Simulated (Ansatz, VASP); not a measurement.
## Cu in VASP and in Ansatz

The input INCAR:

```
  PREC = Accurate
  ENCUT = 520
  EDIFF = 1E-7
  ISMEAR = -1
  SIGMA = 0.15
  LREAL = False
  LASPH = True
  NELM = 80
  ALGO = Normal
  ISIF = 2
  LWAVE = False
  LCHARG = True
  LELF = True
  LVHAR = True
  NBANDS = 18
```

File KPOINTS:

```
Automatic mesh
0
Gamma
  12 12 12
```

The input POSCAR:

```
Cu
1.0
    1.2184640000     -3.9763780000      0.0000000000
    1.2184640000      3.9763780000      0.0000000000
    0.0000000000      0.0000000000      2.4754960000
Cu
2
Direct
    0.1338670000      0.8661330000      0.2500000000
    0.8661330000      0.1338670000      0.7500000000
```

Input for Ansatz:

```yaml
crystal:
  lattice:
    - [1.218464, -3.976378, 0.0]
    - [1.218464, 3.976378, 0.0]
    - [0.0, 0.0, 2.475496]
  atoms:
    - { symbol: Cu, position: [0.133867, 0.866133, 0.25] }
    - { symbol: Cu, position: [0.866133, 0.133867, 0.75] }
basis:
  ecutwfc: 500.0
kpoints:
  mp_grid:
    grid: [12, 12, 12]
hamiltonian:
  xc: lda
scf:
  occupations:
    method: fermi_dirac
    width: 0.15
output:
  stress: true
```

Alike in both runs: task single point; functional LDA; k mesh 12 × 12 × 12; occupations fermi-dirac, width 0.15 eV; no spin polarisation.

|  | VASP | Ansatz |
| --- | --- | --- |
| version | VASP 6.6.1 | Ansatz 0.2.0 |
| potentials or method | VASP PAW LDA potentials, release 64 (Cu), cutoff 520 eV | plane waves, PAW |
| valence electrons in the cell | 22 | 38 |

|  | VASP | Ansatz | Ansatz less VASP |
| --- | --- | --- | --- |
| pressure (GPa) | -6.7 | -7.5 | -0.79 |
| traceless stress, the component that is largest in VASP (GPa) | -0.42 | -0.47 | -0.051 |

LDA's correlation is that of Perdew and Zunger in VASP and of Perdew and Wang (1992) in Ansatz. VASP's potentials hold 22 valence electrons a cell and Ansatz's 38, so a difference there can come from the potentials and not from the codes.
